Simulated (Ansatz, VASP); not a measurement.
# One calculation of AlCu3, two programs

The input INCAR:

```
PREC = Accurate
ENCUT = 520
EDIFF = 1E-7
ISMEAR = 0
SIGMA = 0.1
LREAL = F
LASPH = T
NELM = 60
ALGO = Normal
ISIF = 2
LWAVE = F
LCHARG = F
GGA = PS
NBANDS = 26
```

File KPOINTS:

```
Automatic mesh
0
Gamma
  12 12 12
```

The input POSCAR:

```
AlCu3
1.0
    3.6093688696      0.0000000000      0.0000000000
    0.0000000000      3.6093688696      0.0000000000
    0.0000000000      0.0000000000      3.6093688696
Al Cu
1 3
Direct
    0.0000000000      0.0000000000      0.0000000000
    0.5000000000      0.5000000000      0.0000000000
    0.5000000000      0.0000000000      0.5000000000
    0.0000000000      0.5000000000      0.5000000000
```

Input for Ansatz:

```yaml
crystal:
  lattice:
    - [3.6093688696, 0.0, 0.0]
    - [0.0, 3.6093688696, 0.0]
    - [0.0, 0.0, 3.6093688696]
  atoms:
    - { symbol: Al, position: [0.0, 0.0, 0.0] }
    - { symbol: Cu, position: [0.5, 0.5, 0.0] }
    - { symbol: Cu, position: [0.5, 0.0, 0.5] }
    - { symbol: Cu, position: [0.0, 0.5, 0.5] }
basis:
  ecutwfc: 420
kpoints:
  mp_grid: { grid: [12, 12, 12] }
hamiltonian:
  xc: pbesol
scf:
  occupations: { method: gaussian, width: 0.1 }
output:
  forces: true
  stress: true
  eigenvalues: true
```

Alike in both runs: task single point; functional PBEsol; k mesh 12 × 12 × 12; occupations gaussian, width 0.1 eV; no spin polarisation.

```csv
,VASP,Ansatz
version,VASP 6.6.1,Ansatz 0.2.0
potentials or method,"VASP PAW PBE potentials, release 64 (Al, Cu), cutoff 520 eV","scalar-relativistic, plane waves, PAW"
valence electrons in the cell,36,60
```

VASP gave:

```
gap on the k mesh at the Fermi level (eV) : none
pressure (GPa)                            : 3.5
```

Task: What did Ansatz give for the same quantities?

Result: gap on the k mesh at the Fermi level (eV): none; pressure (GPa): 3.0.

VASP's potentials were made for PBE, not for PBEsol. A gap of «none» marks a metal or a gap that the smearing closes. With one functional, cell and mesh, what is left measures potentials, basis and numerics. VASP's potentials hold 36 valence electrons a cell and Ansatz's 60, so a difference there can come from the potentials and not from the codes.
